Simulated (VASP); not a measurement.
Here is a VASP 6.6.1 calculation.

Contents of INCAR:

```
PREC = Accurate ; ENCUT = 520
EDIFF = 1E-7 ; ISMEAR = -1
SIGMA = 0.05 ; LREAL = F
LASPH = T ; NELM = 80
ALGO = Normal ; ISIF = 2
LWAVE = F ; LCHARG = F
NBANDS = 18
```

Contents of KPOINTS:

```
Automatic mesh
0
Gamma
  9 9 5
```

File POSCAR:

```
PtS2
1.0
    3.6126921524      0.0000000000      0.0000000000
   -1.8063460762      3.1286831800      0.0000000000
    0.0000000000      0.0000000000      5.1376250896
Pt S
1 2
Direct
    0.0000000000      0.0000000000      0.0000000000
    0.6666666667      0.3333333333      0.7730000000
    0.3333333333      0.6666666667      0.2270000000
```

Potentials or basis: VASP PAW LDA potentials, release 64 (Pt, S).

Command:

```sh
$ cat potpaw_LDA.64/Pt/POTCAR potpaw_LDA.64/S/POTCAR > POTCAR
$ mpirun -np 1 vasp_std > vasp.out
```

Task: Predict the pressure.

Result: -4.8 GPa.

Task: Estimate the band gap on the k mesh.

Result: 0.85 eV (least direct gap 0.90 eV).

Task: Estimate the largest force.

Result: 0.005 eV/Å.

Stress tensor (GPa, compression positive):
```
-5.98  0.00  0.00
 0.00 -5.98  0.00
 0.00  0.00 -2.46
```

Caveat: the cell stands under tension; spin-orbit coupling is left out, which moves the levels of the heavy elements; an odd mesh through Γ misses points on the zone boundary, where band edges can lie. As with any semilocal functional, this LDA gap is likely too small.
